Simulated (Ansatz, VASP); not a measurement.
Two plane-wave programs on BN

```xyz
4
Lattice="2.5692 0.0000 0.0000 -1.2846 2.2250 0.0000 0.0000 0.0000 6.2352" Properties=species:S:1:pos:R:3 pbc="T T T"
B     0.0000    1.4833    1.5588
B     1.2846    0.7417    4.6764
N     0.0000    1.4833    4.6764
N     1.2846    0.7417    1.5588
```

Alike in both runs: task single point; functional PBE; k mesh 12 × 12 × 4; occupations gaussian, width 0.02 eV; no spin polarisation.

|  | VASP | Ansatz |
| --- | --- | --- |
| version | VASP 6.6.1 | Ansatz 0.2.0 |
| potentials or method | VASP PAW PBE potentials, release 64 (B, N), cutoff 520 eV | scalar-relativistic, plane waves, PAW |
| valence electrons in the cell | 16 | 16 |

```tsv
	VASP	Ansatz	Ansatz less VASP
gap on the k mesh at the Fermi level (eV)	4.01	4.02	+0.006
least direct gap on the mesh (eV)	4.29	4.30	+0.006
pressure (GPa)	-13.3	-13.4	-0.07
traceless stress, the component that is largest in VASP (GPa)	18.54	18.72	+0.181
```

With one functional, cell and mesh, what is left measures potentials, basis and numerics.
